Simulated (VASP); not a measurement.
Wanted: the native input for a VASP 6.6.1 run.

```
Task                   : single point
Functional             : PBE
Potentials or basis    : VASP PAW PBE potentials, release 64 (La, F)
Cutoff                 : 520 eV
k mesh                 : 4 × 4 × 4
Occupations            : gaussian, width 0.1 eV
Spin                   : no spin polarisation
Dipole correction      : no
Further INCAR settings : ALGO = Normal; EDIFF = 1e-06; NBANDS = 28
```

The structure of LaF4 lies in POSCAR:

```
LaF4
1.0
    0.0000000000      3.5740882200      3.9555863100
    3.3593361100      0.0000000000      3.9555863100
    3.3593361100      3.5740882200      0.0000000000
La F
1 4
Direct
    0.5000000000      0.5000000000      0.5000000000
    0.0000000000      0.5000000000      0.0000000000
    0.5000000000      0.0000000000      0.5000000000
    0.7879602900      0.7879602900      0.2120397100
    0.2120397100      0.2120397100      0.7879602900
```

One way to write it, as run:

INCAR

```
SYSTEM = LaF4
ALGO = Normal ; EDIFF = 1E-6
ENCUT = 520 ; GGA = PE
ISIF = 2 ; ISMEAR = 0
LASPH = .TRUE. ; LCHARG = .FALSE.
LREAL = .FALSE. ; LWAVE = .FALSE.
NBANDS = 28 ; NELM = 100
PREC = Accurate ; SIGMA = 0.1
```

KPOINTS

```
k-points
0
G
  4 4 4
  0 0 0
```

Potentials or basis: VASP PAW PBE potentials, release 64 (La, F).

Launch:

```sh
$ cat potpaw_PBE.64/La/POTCAR potpaw_PBE.64/F/POTCAR > POTCAR
$ mpirun -np 1 vasp_std > vasp.out
```

Results of the run:

- Pressure: 18.6 GPa
- Largest force: 1.849 eV/Å

Caveat: the k points lie up to 0.38 Å⁻¹ apart; an odd number of electrons without spin polarisation forces a metal; a magnetic or distorted state may lie lower.

Run time: 67 s on 1 thread of Intel(R) Xeon(R) Platinum 8375C CPU @ 2.90GHz (Ice Lake) (shared host), peak memory 0.25 GiB.
